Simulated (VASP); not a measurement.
CuO: single point with LDA+U

CuO:

```xyz
2
Lattice="2.8363 0.0000 0.0000 -1.4182 2.4563 0.0000 0.0000 0.0000 2.7681" Properties=species:S:1:pos:R:3 pbc="T T T"
Cu    0.0000    0.0000    0.0000
O     1.4182    0.8188    1.3841
```

```json
{"Program": "VASP 6.6.1", "Task": "single point", "Functional": "LDA", "Potentials or basis": "VASP PAW LDA potentials, release 64 (Cu, O)", "Cutoff": "520 eV", "k mesh": "8 × 8 × 7", "Occupations": "gaussian, width 0.05 eV", "Spin": "collinear spin, ferromagnetic start", "Starting moments": "[0.44, 0.67] μB", "Hubbard terms": "Cu d U = 6.0 eV", "Dipole correction": "no", "Further INCAR settings": "ALGO = Normal; EDIFF = 1e-06; NBANDS = 20"}
```

```
Pressure                                              : -18.1 GPa
Band gap on the k mesh                                : zero (filled and empty bands overlap)
Net moment                                            : 1.00 μB per cell
Site moments                                          : Cu +0.44; O +0.50 μB
Valence electrons inside the program's atomic spheres : Cu 9.92; O 4.84
```

Stress tensor (GPa, compression positive):
```
-13.71   0.00   0.00
  0.00 -13.71   0.00
  0.00   0.00 -26.92
```

Levels at points of the mesh, in eV from the Fermi level:
Spin up:
```
           k point  band 5  band 6  band 7  band 8  band 9  band 10  band 11  band 12  band 13  band 14
(0.00, 0.00, 0.00)   -3.41   -3.41   -2.50   -0.62   -0.62     1.68    14.99    17.09    17.09    19.08
(0.50, 0.00, 0.00)   -3.52   -3.29   -2.45   -2.11   -0.36     6.55     9.12    15.21    17.66    17.90
```
Spin down:
```
           k point  band 4  band 5  band 6  band 7  band 8  band 9  band 10  band 11  band 12  band 13
(0.00, 0.00, 0.00)   -3.94   -1.71   -1.57   -1.57    0.23    0.23     1.97    15.12    17.22    17.22
(0.50, 0.00, 0.00)   -3.55   -2.68   -1.95   -1.69   -1.38    0.93     6.73     9.65    15.37    17.93
```

Eigenvalues of the final occupation matrices:
```
    site  spin  trace               eigenvalues
site 1 d     1   4.90  0.97 0.97 0.97 0.99 0.99
site 1 d     2   4.44  0.79 0.79 0.95 0.95 0.97
```

It took 18 s on 1 thread of Intel(R) Xeon(R) Platinum 8375C CPU @ 2.90GHz (Ice Lake), on a shared host, peak memory 0.15 GiB.

Caveat: a cell with one magnetic atom can't hold antiferromagnetic order, which such compounds often take. The state reached can hang on the start; a lower one may exist.
